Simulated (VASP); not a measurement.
Here is a VASP 6.6.1 calculation.

The input INCAR:

```
PREC = Accurate
ENCUT = 520
EDIFF = 1E-7
ISMEAR = -1
SIGMA = 0.1
LREAL = F
LASPH = T
NELM = 100
ALGO = Normal
ISIF = 2
LWAVE = F
LCHARG = T
GGA = PS
LELF = T
LVHAR = T
NBANDS = 11
```

Contents of KPOINTS:

```
regular mesh
0
Gamma
  9 9 9
```

Contents of POSCAR:

```
Pt
1.0
    2.5241923153      0.0000000000      0.0000000000
    0.0000000000      2.5241923153      0.0000000000
    0.0000000000      0.0000000000      2.5241923153
Pt
1
Direct
    0.0000000000      0.0000000000      0.0000000000
```

Potentials or basis: VASP PAW PBE potentials, release 64 (Pt).

Command:

```sh
$ cat potpaw_PBE.64/Pt/POTCAR > POTCAR
$ mpirun -np 1 vasp_std > vasp.out
```

**Question.** Predict the band gap on the k mesh.

**Answer.** Zero (band 5 reaches 11.90 eV, above the bottom of band 6 at 8.69 eV).

**Question.** What does it give for the pressure?

**Answer.** 19.5 GPa.

Caveat: the PAW data sets were made with another functional, which shifts forces and pressure a little; spin-orbit coupling is left out, which moves the levels of the heavy elements.
